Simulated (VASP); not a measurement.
# NiO (Fm-3m) in VASP: a series of runs, part 2 of 2

VASP 6.6.1.

**3. Single point, PBE+U, collinear spin, ferromagnetic start**

This run uses another cell than the first one, of 9.71 Å³/atom, 1.062 times its volume.

INCAR

```
SYSTEM = NiO
PREC = Accurate
ENCUT = 520
EDIFF = 1E-6
ISMEAR = 0
SIGMA = 0.1
LREAL = .False.
LASPH = .True.
NELM = 150
ALGO = Normal
ISIF = 2
LWAVE = .False.
LCHARG = .True.
ISPIN = 2
MAGMOM = 1.89 0.22
LORBIT = 11
LMAXMIX = 4
LDAU = .True.
LDAUTYPE = 2
LDAUL = 2 -1
LDAUU = 6.2 0
LDAUJ = 0 0
LDAUPRINT = 1
GGA = PE
LELF = .True.
LVHAR = .True.
NBANDS = 19
```

KPOINTS

```
Automatic mesh
0
Gamma
  8 8 8
  0 0 0
```

POSCAR

```
NiO
1.0
    0.0000000000      2.1335499700      2.1335499700
    2.1335499700      0.0000000000      2.1335499700
    2.1335499700      2.1335499700      0.0000000000
Ni O
1 1
Direct
    0.0000000000      0.0000000000      0.0000000000
    0.5000000000      0.5000000000      0.5000000000
```

Potentials or basis: VASP PAW PBE potentials, release 64 (Ni, O).

Started as:

```console
$ cat potpaw_PBE.64/Ni/POTCAR potpaw_PBE.64/O/POTCAR > POTCAR
$ mpirun -np 1 vasp_std > vasp.out
```

OUTCAR:

```text
SYSTEM = NiO
   PREC = Accurate
   ENCUT = 520
   EDIFF = 1E-6
   ISMEAR = 0
   LREAL = .False.
   LASPH = .True.
   NELM = 150
   ISIF = 2
   ISPIN = 2
   LORBIT = 11
   GGA = PE

 ion  position               nearest neighbor table
   1  0.000  0.000  0.000-   2 2.13   2 2.13   2 2.13   2 2.13   2 2.13   2 2.13
   2  0.500  0.500  0.500-   1 2.13   1 2.13   1 2.13   1 2.13   1 2.13   1 2.13

  LATTYP: Found a face centered cubic cell.
 ALAT       =     4.2670999400

  Lattice vectors:

 A1 = (   0.0000000000,   2.1335499700,   2.1335499700)
 A2 = (   2.1335499700,   0.0000000000,   2.1335499700)
 A3 = (   2.1335499700,   2.1335499700,   0.0000000000)

Analysis of symmetry for initial positions (statically):
[... 25 lines left out ...]
The dynamic configuration has the point symmetry O_h .

Analysis of structural, dynamic, and magnetic symmetry:
=====================================================================
 Subroutine PRICEL returns:
[... 7 lines left out ...]
 out of a pool of 48 trial point group operations.

The overall configuration has the point symmetry O_h .

 Subroutine INISYM returns: Found 48 space group operations
[... 5 lines left out ...]
                                     Primitive cell

  volume of cell :      19.4240

  direct lattice vectors                    reciprocal lattice vectors
     0.000000000  2.133549970  2.133549970    -0.234351202  0.234351202  0.234351202
     2.133549970  0.000000000  2.133549970     0.234351202 -0.234351202  0.234351202
     2.133549970  2.133549970  0.000000000     0.234351202  0.234351202 -0.234351202

  length of vectors
     3.017295304  3.017295304  3.017295304     0.405908189  0.405908189  0.405908189

  position of ions in fractional coordinates (direct lattice)
[... 8 lines left out ...]
----------------------------------------------------------------------------------------

 KPOINTS: Automatic mesh

Automatic generation of k-mesh.
 Grid dimensions read from file:
 generate k-points for:    8    8    8

 Generating k-lattice:

  Cartesian coordinates                     Fractional coordinates (reciprocal lattice)
    -0.029293900  0.029293900  0.029293900     0.125000000  0.000000000  0.000000000
     0.029293900 -0.029293900  0.029293900     0.000000000  0.125000000  0.000000000
     0.029293900  0.029293900 -0.029293900     0.000000000  0.000000000  0.125000000

  Length of vectors
     0.050738524  0.050738524  0.050738524

  Shift w.r.t. Gamma in fractional coordinates (k-lattice)
     0.000000000  0.000000000  0.000000000

 Subroutine IBZKPT returns following result:
 ===========================================

 Found     29 irreducible k-points:

 Following reciprocal coordinates:
            Coordinates               Weight
  0.000000  0.000000  0.000000      1.000000
  0.125000  0.000000  0.000000      8.000000
  0.250000  0.000000  0.000000      8.000000
  0.375000  0.000000  0.000000      8.000000
  0.500000  0.000000  0.000000      4.000000
  0.125000  0.125000  0.000000      6.000000
[... 16 lines left out ...]
  0.500000  0.250000  0.125000     48.000000
 -0.375000  0.250000  0.125000     24.000000
 [... further k-points ...]
[... 43 lines left out ...]
 LDA+U is selected, type is set to LDAUTYPE =  2
   angular momentum for each species LDAUL =     2   -1
   U (eV)           for each species LDAUU =   6.2  0.0
   J (eV)           for each species LDAUJ =   0.0  0.0
   GGA     = PE    functional components
   LHFCALC =     F    Hartree Fock is set to
   AEXX    =    0.0000 exact exchange contribution
   IVDW    =     0    specifies the selected vdW correction
   LEPSILON=     F    determine dielectric tensor
   LRPA    =     F    only Hartree local field effects (RPA)
 spin polarized calculation
 Gauss-broadening in eV      SIGMA  =   0.10
  energy-cutoff  :      520.00
  volume of cell :       19.42
 maximum number of plane-waves:       544
 NGX is ok and might be reduce to    24
   NGX = 11   NGY = 11   NGZ = 11

atom =   1  type =  1  l = 2

 onsite density matrix

spin component  1

  0.9818 -0.0000 -0.0000  0.0000  0.0000
 -0.0000  0.9818  0.0000  0.0000 -0.0000
 -0.0000  0.0000  1.0279 -0.0000 -0.0000
  0.0000  0.0000 -0.0000  0.9818  0.0000
  0.0000 -0.0000 -0.0000  0.0000  1.0279

spin component  2

  0.9805 -0.0000 -0.0000  0.0000  0.0000
 -0.0000  0.9805  0.0000  0.0000  0.0000
 -0.0000  0.0000  0.1273 -0.0000 -0.0000
  0.0000  0.0000 -0.0000  0.9805  0.0000
  0.0000  0.0000 -0.0000  0.0000  0.1273

 occupancies and eigenvectors

  o =  0.1273  v =  0.0000  0.0000  0.0000  0.0000  0.0000  0.0000 -0.0000  1.0000  0.0000  0.0073      0.0000  0.0000  0.0000  0.0000  0.0000  0.0000  0.0000  0.0000  0.0000  0.0000
  o =  0.1273  v =  0.0000  0.0000  0.0000  0.0000  0.0000  0.0000 -0.0000 -0.0073  0.0000  1.0000      0.0000  0.0000  0.0000  0.0000  0.0000  0.0000  0.0000  0.0000  0.0000  0.0000
  o =  0.9805  v =  0.0000  0.0000  0.0000  0.0000  0.0000  1.0000  0.0000  0.0000  0.0000  0.0000      0.0000  0.0000  0.0000  0.0000  0.0000  0.0000  0.0000  0.0000  0.0000  0.0000
  o =  0.9805  v =  0.0000  0.0000  0.0000  0.0000  0.0000  0.0000 -0.6705 -0.0000 -0.7419 -0.0000      0.0000  0.0000  0.0000  0.0000  0.0000  0.0000  0.0000  0.0000  0.0000  0.0000
  o =  0.9805  v =  0.0000  0.0000  0.0000  0.0000  0.0000  0.0000 -0.7419 -0.0000  0.6705  0.0000      0.0000  0.0000  0.0000  0.0000  0.0000  0.0000  0.0000  0.0000  0.0000  0.0000
  o =  0.9818  v =  0.0000  0.6930 -0.0000  0.7209 -0.0000  0.0000  0.0000  0.0000  0.0000  0.0000      0.0000  0.0000  0.0000  0.0000  0.0000  0.0000  0.0000  0.0000  0.0000  0.0000
  o =  0.9818  v =  0.0000  0.7209 -0.0000 -0.6930  0.0000  0.0000  0.0000  0.0000  0.0000  0.0000      0.0000  0.0000  0.0000  0.0000  0.0000  0.0000  0.0000  0.0000  0.0000  0.0000
  o =  0.9818  v =  1.0000  0.0000  0.0000  0.0000  0.0000  0.0000  0.0000  0.0000  0.0000  0.0000      0.0000  0.0000  0.0000  0.0000  0.0000  0.0000  0.0000  0.0000  0.0000  0.0000
  o =  1.0279  v =  0.0000 -0.0000 -0.0086 -0.0000 -1.0000  0.0000  0.0000  0.0000  0.0000  0.0000      0.0000  0.0000  0.0000  0.0000  0.0000  0.0000  0.0000  0.0000  0.0000  0.0000
  o =  1.0279  v =  0.0000 -0.0000 -1.0000  0.0000  0.0086  0.0000  0.0000  0.0000  0.0000  0.0000      0.0000  0.0000  0.0000  0.0000  0.0000  0.0000  0.0000  0.0000  0.0000  0.0000

 number of electron      16.0000010 magnetization       1.9999976

 Free energy of the ion-electron system (eV)
  ---------------------------------------------------
  ext. energy  EPLUGINS =         0.00000000
  ---------------------------------------------------
  free energy    TOTEN  =       -10.14215141 eV

  energy without entropy =      -10.14215141  energy(sigma->0) =      -10.14215141

 E-fermi :   6.3909     XC(G=0): -12.2744

 val. band max:        5.9356532084   @ k =   0.5000   0.0000   0.0000
 cond. band min:       8.2978428050   @ k =   0.0000   0.0000   0.0000
 fundamental gap:      2.3621895966
 Fermi energy:         6.3908787205

 spin component 1

 k-point     1 :       0.0000    0.0000    0.0000
  band No.  band energies     occupation
      1     -12.3593      1.00000
      2      -0.1195      1.00000
      3      -0.1194      1.00000
      4       0.9941      1.00000
      5       0.9942      1.00000
      6       0.9942      1.00000
[... 1049 lines left out ...]
     18      37.1842      0.00000
     19      38.2371      0.00000

 [... further k-points ...]
[... 5 lines left out ...]
  --------------------------------------------------------------------------------------
  -------------------------------------------------------------------------------------
  Total       -0.9907570     -0.9907570     -0.9907570      0.0000000     -0.0000000     -0.0000000
  in kB      -81.7220557    -81.7220557    -81.7220557      0.0000000     -0.0000000     -0.0000000
  external PRESSURE =     -81.7220557 kB  Pullay stress =       0.0000000 kB

 VOLUME and BASIS-vectors are now :
 -----------------------------------------------------------------------------
  energy-cutoff  :      520.00
  volume of cell :       19.42
      direct lattice vectors                 reciprocal lattice vectors
     0.000000000  2.133549970  2.133549970    -0.234351202  0.234351202  0.234351202
     2.133549970  0.000000000  2.133549970     0.234351202 -0.234351202  0.234351202
     2.133549970  2.133549970  0.000000000     0.234351202  0.234351202 -0.234351202

 POSITION                                       TOTAL-FORCE (eV/Angst)
 -----------------------------------------------------------------------------------
      0.00000      0.00000      0.00000         0.000000      0.000000      0.000000
      2.13355      2.13355      2.13355         0.000000     -0.000000     -0.000000
 -----------------------------------------------------------------------------------
    total drift:                                0.000000     -0.000000     -0.000000

  FREE ENERGIE OF THE ION-ELECTRON SYSTEM (eV)
  ---------------------------------------------------
  free  energy   TOTEN  =       -10.1421514150 eV

  energy  without entropy=      -10.1421514150  energy(sigma->0) =      -10.14215141

 total charge

# of ion       s       p       d       tot
------------------------------------------
    1        0.326   0.379   8.173   8.878
    2        1.548   3.449   0.000   4.997
--------------------------------------------------
tot          1.874   3.828   8.173  13.875

 magnetization (x)

# of ion       s       p       d       tot
------------------------------------------
    1        0.012   0.012   1.803   1.827
    2        0.016   0.147   0.000   0.163
--------------------------------------------------
tot          0.028   0.159   1.803   1.990
```

stdout:

```text
POSCAR found type information on POSCAR NiO
 POSCAR found :  2 types and       2 ions
 scaLAPACK will be used
 LDA part: xc-table for (Slater+PW92), standard interpolation
 POSCAR, INCAR and KPOINTS ok, starting setup
 FFT: planning ... GRIDC
 FFT: planning ... GRID_SOFT
 FFT: planning ... GRID
 WAVECAR not read
 entering main loop
```

It took 16 s on 1 thread of Intel Xeon Platinum 8488C (Sapphire Rapids), shared host; peak memory 0.16 GiB.

What came out:

```
Free energy                                           : -10.1422 eV
Pressure                                              : -8.2 GPa
Band gap on the k mesh                                : 2.36 eV, indirect (least direct gap 3.22 eV)
Net moment                                            : 2.00 μB per cell
Site moments                                          : Ni +1.83; O +0.16 μB
Valence electrons inside the program's atomic spheres : Ni 8.88; O 5.00
```

Eigenvalues of the final occupation matrices:
| site | spin | trace | eigenvalues |
| --- | --- | --- | --- |
| site 1 d | 1 | 5.00 | 0.98 0.98 0.98 1.03 1.03 |
| site 1 d | 2 | 3.20 | 0.13 0.13 0.98 0.98 0.98 |

Caveat: a cell with one magnetic atom can't hold antiferromagnetic order, which such compounds often take. A k mesh can miss the band edges.

**4. Single point, PBE+U, collinear spin, ferromagnetic start**

This run uses another cell than the first one, of 9.71 Å³/atom, 1.062 times its volume.

INCAR

```
PREC     = Accurate       # precision mode
ENCUT    = 520            # plane-wave cutoff, eV
EDIFF    = 1E-7           # SCF threshold, eV
ISMEAR   = 0              # smearing method
SIGMA    = 0.02           # smearing width, eV
LREAL    = False          # projectors in reciprocal space
LASPH    = True           # aspherical terms in the spheres
NELM     = 150            # most SCF steps
ALGO     = Normal         # electronic algorithm
ISIF     = 2              # what is computed and relaxed
LWAVE    = False          # write WAVECAR
LCHARG   = False          # write CHGCAR
ISPIN    = 2              # spin polarisation
MAGMOM   = 1.91 0.21      # initial moments
LORBIT   = 11             # projections on sites
LMAXMIX  = 4              # l up to which the mixer works
LDAU     = True           # DFT+U
LDAUTYPE = 2            
LDAUL    = 2 -1           # shell
LDAUU    = 6.2 0          # U, eV
LDAUJ    = 0 0          
LDAUPRINT= 1            
GGA      = PE             # functional
NBANDS   = 19             # bands
```

KPOINTS

```
Automatic mesh
0
Gamma
  12 12 12
```

POSCAR

```
NiO
1.0
    0.0000000000      2.1337134515      2.1337134515
    2.1337134515      0.0000000000      2.1337134515
    2.1337134515      2.1337134515      0.0000000000
Ni O
1 1
Direct
    0.0000000000      0.0000000000      0.0000000000
    0.5000000000      0.5000000000      0.5000000000
```

Started as:

```console
$ cat potpaw_PBE.64/Ni/POTCAR potpaw_PBE.64/O/POTCAR > POTCAR
$ mpirun -np 1 vasp_std > vasp.out
```

Wall time 29 s (1 thread of Intel Xeon Platinum 8488C (Sapphire Rapids), shared host); peak memory 0.17 GiB.

The run converged. Its results:

| Quantity | Value |
| --- | --- |
| Free energy | -10.1420 eV |
| Pressure | -8.2 GPa |
| Band gap on the k mesh | 2.36 eV, indirect (least direct gap 3.16 eV) |
| Net moment | 2.00 μB per cell |
| Site moments | Ni +1.83; O +0.16 μB |
| Valence electrons inside the program's atomic spheres | Ni 8.88; O 5.00 |

Levels at points of the mesh, in eV from the valence-band top:
Spin up:
| k point | band 7 | band 8 | band 9 | band 10 | band 11 | band 12 |
| --- | --- | --- | --- | --- | --- | --- |
| (0.00, 0.00, 0.00) | -1.18 | -1.18 | -1.18 | 2.36 | 17.57 | 17.57 |
| (0.50, 0.00, 0.00) | -3.11 | 0.00 | 0.00 | 6.59 | 10.54 | 14.57 |
| (0.50, 0.50, 0.00) | -4.22 | -2.46 | -2.46 | 6.63 | 11.38 | 11.51 |
Spin down:
```csv
k point,band 3,band 4,band 5,band 6,band 7,band 8,band 9,band 10,band 11,band 12
"(0.00, 0.00, 0.00)",-3.94,-3.94,-0.85,-0.85,-0.85,2.62,2.62,2.71,17.82,17.82
"(0.50, 0.00, 0.00)",-3.89,-3.89,-2.24,-1.79,-1.79,4.73,4.73,6.76,10.99,14.96
"(0.50, 0.50, 0.00)",-4.58,-3.15,-3.15,-2.15,-2.15,3.03,3.37,7.27,11.65,11.76
```

Eigenvalues of the final occupation matrices:
```csv
site,spin,trace,eigenvalues
site 1 d,1,5.00,0.98 0.98 0.98 1.03 1.03
site 1 d,2,3.20,0.13 0.13 0.98 0.98 0.98
```

Caveat: a cell with one magnetic atom can't hold antiferromagnetic order, which such compounds often take.

**5. Overview**

```csv
cell,k mesh,smearing,gap on the mesh (eV),pressure (GPa),moment (μB)
"a = 2.958 Å, angles 60.0°, 2 atoms",8 × 8 × 8,gaussian 0.1 eV,2.53,1.9,2.00
"a = 3.017 Å, angles 60.0°, 2 atoms",8 × 8 × 8,gaussian 0.1 eV,2.36,-8.2,2.00
"a = 3.018 Å, angles 60.0°, 2 atoms",12 × 12 × 12,gaussian 0.02 eV,2.36,-8.2,2.00
```

Alike in all rows: task single point; level PBE+U; potentials or basis VASP PAW PBE potentials, release 64 (Ni, O); spin collinear, ferromagnetic start; Ni d U = 6.2 eV; cutoff (eV) 520.

Caveats: a cell with one magnetic atom can't hold antiferromagnetic order, which such compounds often take.

Absolute energies hang on the potentials; compare differences alone.
